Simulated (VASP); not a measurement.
Here is a VASP 6.6.1 calculation.

INCAR

```
ALGO = Normal
EDIFF = 1E-7
ENCUT = 520
GGA = PE
ISIF = 2
ISMEAR = 0
IVDW = 12
LASPH = True
LCHARG = True
LELF = True
LREAL = False
LVHAR = True
LWAVE = False
NBANDS = 16
NELM = 80
PREC = Accurate
SIGMA = 0.15
```

Contents of KPOINTS:

```
k-points
0
Gamma
  12 12 12
```

The input POSCAR:

```
InSb
1.0
    3.6553459200      0.0000000000      0.0000000000
    0.0000000000      3.9599580800      0.0000000000
    0.0000000000      0.0000000000      3.8076520000
In Sb
1 1
Direct
    0.0000000000      0.0000000000      0.0000000000
    0.5000000000      0.5000000000      0.5000000000
```

Potentials or basis: VASP PAW PBE potentials, release 64 (In_d, Sb).

Run with:

```bash
$ cat potpaw_PBE.64/In_d/POTCAR potpaw_PBE.64/Sb/POTCAR > POTCAR
$ mpirun -np 1 vasp_std > vasp.out
```

(1) Predict the pressure.

(2) Estimate the dispersion energy per atom.

(3) What does it give for the band gap on the k mesh?

## Answers

(1) -2.4 GPa.

(2) -0.410 eV.

(3) zero (bands 9 and 10 overlap by 3.95 eV).

Caveat: the cell differs from its parent crystal (strain -0.0400 x Voigt [1, -1, 0, 0, 0, 0]); spin-orbit coupling is left out, which moves the levels of the heavy elements.
